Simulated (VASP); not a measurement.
Write the native input for VASP 6.6.1 that does the following.

| Property | Result |
| --- | --- |
| Task | single point |
| Functional | PBE |
| Potentials or basis | VASP PAW PBE potentials, release 64 (K_sv, Cl) |
| Cutoff | 520 eV |
| k mesh | 6 × 6 × 6 |
| Occupations | gaussian, width 0.01 eV |
| Spin | no spin polarisation |
| Dipole correction | no |
| Further INCAR settings | ALGO = Normal; EDIFF = 1e-07; NBANDS = 15 |

The structure of KCl lies in POSCAR:

```
KCl
1.0
    0.0000000000      3.2517305676      3.2517305676
    3.2517305676      0.0000000000      3.2517305676
    3.2517305676      3.2517305676      0.0000000000
K Cl
1 1
Direct
    0.0000000000      0.0000000000      0.0000000000
    0.5000000000      0.5000000000      0.5000000000
```

These files were run (other wordings do the same):

INCAR

```
SYSTEM = KCl
PREC = Accurate
ENCUT = 520
EDIFF = 1E-7
ISMEAR = 0
SIGMA = 0.01
LREAL = .FALSE.
LASPH = .TRUE.
NELM = 60
ALGO = Normal
ISIF = 2
LWAVE = .FALSE.
LCHARG = .TRUE.
GGA = PE
LELF = .TRUE.
LVHAR = .TRUE.
NBANDS = 15
```

KPOINTS

```
Automatic mesh
0
G
  6 6 6
  0 0 0
```

Potentials or basis: VASP PAW PBE potentials, release 64 (K_sv, Cl).

Command:

```bash
$ cat potpaw_PBE.64/K_sv/POTCAR potpaw_PBE.64/Cl/POTCAR > POTCAR
$ mpirun -np 1 vasp_std > vasp.out
```

Results of the run:

```
Pressure               : -0.8 GPa
Band gap on the k mesh : 4.86 eV
```

Run time: 8.6 s on 1 thread of Intel(R) Xeon(R) 6975P-C (Granite Rapids), on a shared host, peak memory 0.2 GiB.
